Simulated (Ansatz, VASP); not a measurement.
**Two plane-wave programs on Ni**

```
Ni
1.0
     4.49879    0.00000    0.00000
     0.00000    4.49879    0.00000
     0.00000    0.00000    4.49879
Ni
8
Direct
  0.00000 0.00000 0.00000
  0.50000 0.50000 0.50000
  0.25000 0.00000 0.50000
  0.75000 0.00000 0.50000
  0.50000 0.25000 0.00000
  0.50000 0.75000 0.00000
  0.00000 0.50000 0.25000
  0.00000 0.50000 0.75000
```

Alike in both runs: functional revPBE; k mesh 6 × 6 × 6; occupations fermi-dirac, width 0.05 eV; collinear spin.

Ansatz relaxed the structure, and its values are those at the end. VASP's run is a single point on that final structure, the one shown.

```csv
,VASP,Ansatz
version,VASP 6.6.1,Ansatz 0.2.0
potentials or method,"VASP PAW PBE potentials, release 64 (Ni), cutoff 520 eV","plane waves (420 eV) with PAW, scalar-relativistic"
valence electrons in the cell,80,144
```

VASP gave:

| Item | Value |
| --- | --- |
| pressure (GPa) | 0.1 |
| net moment per atom (μB) | 0.57 |
| size of the moment on the site where the two differ most (μB) | 0.58 |

Estimate Ansatz's values.

pressure (GPa): 0.0; net moment per atom (μB): 0.58; size of the moment on the site where the two differ most (μB): 0.62.

VASP's potentials were made for PBE, not for revPBE. Site moments also hang on the region over which each program counts them. With one functional, cell and mesh, what is left measures potentials, basis and numerics. VASP's potentials hold 80 valence electrons a cell and Ansatz's 144, so a difference there can come from the potentials and not from the codes.
